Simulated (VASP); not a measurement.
# Cr: single point with PBE

Crystal: Cr.

```
Cr
1.0
     3.86794    0.00000    0.00000
     0.00000    3.86794    0.00053
     0.00000    1.93417    1.46233
Cr
2
Direct
  0.50000 0.50000 0.00000
  0.00000 0.00000 0.00000
```

| Quantity | Value |
| --- | --- |
| Program | VASP 6.6.1 |
| Task | single point |
| Functional | PBE |
| Potentials or basis | VASP PAW PBE potentials, release 64 (Cr_pv) |
| Cutoff | 520 eV |
| k mesh | 9 × 9 × 23 |
| Occupations | gaussian, width 0.1 eV |
| Spin | no spin polarisation |

The pressure is 16.3 GPa. The band gap on the k mesh is zero (band 12 reaches 13.43 eV, above the bottom of band 13 at 10.98 eV).

Stress tensor (GPa, compression positive):
```
24.72  0.00  0.00
 0.00 24.58 -0.02
 0.00 -0.02 -0.29
```

Levels at points of the mesh, in eV from the Fermi level:
```tsv
k point	band 9	band 10	band 11	band 12	band 13	band 14	band 15	band 16
(0.00, 0.00, 0.00)	-3.11	-1.16	-1.16	-0.60	0.86	1.46	1.61	1.69
```

Run time: 7.7 min on 1 thread of Intel Xeon 6975P-C, on a shared host, peak memory 0.41 GiB.

Caveat: the run has no spin polarisation, though such a crystal can be magnetic. Spin polarisation is off, so any magnetic state and its effect on volume and gap are missing.
